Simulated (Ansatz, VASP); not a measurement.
Be in VASP and in Ansatz

```
CELL_PARAMETERS angstrom
2.16840 0.00000 0.00000
-1.08420 1.87789 0.00000
0.00000 0.00000 3.41216
ATOMIC_POSITIONS crystal
Be 0.33333 0.66667 0.25000
Be 0.66667 0.33333 0.75000
```

Alike in both runs: task single point; functional LDA; k mesh 26 × 26 × 15; occupations fermi-dirac, width 0.1 eV; no spin polarisation.

```csv
,VASP,Ansatz
version,VASP 6.6.1,Ansatz 0.2.0
potentials or method,"VASP PAW LDA potentials, release 64 (Be), cutoff 520 eV","plane waves (420 eV) with PAW, scalar-relativistic"
valence electrons in the cell,4,4
```

```csv
,VASP,Ansatz,Ansatz less VASP
pressure (GPa),13.1,12.6,-0.57
"traceless stress, the component that is largest in VASP (GPa)",2.04,2.04,0.000
```

Ansatz warns that its potentials were made for another functional, while VASP's fit it. LDA's correlation is that of Perdew and Zunger in VASP and of Perdew and Wang (1992) in Ansatz.
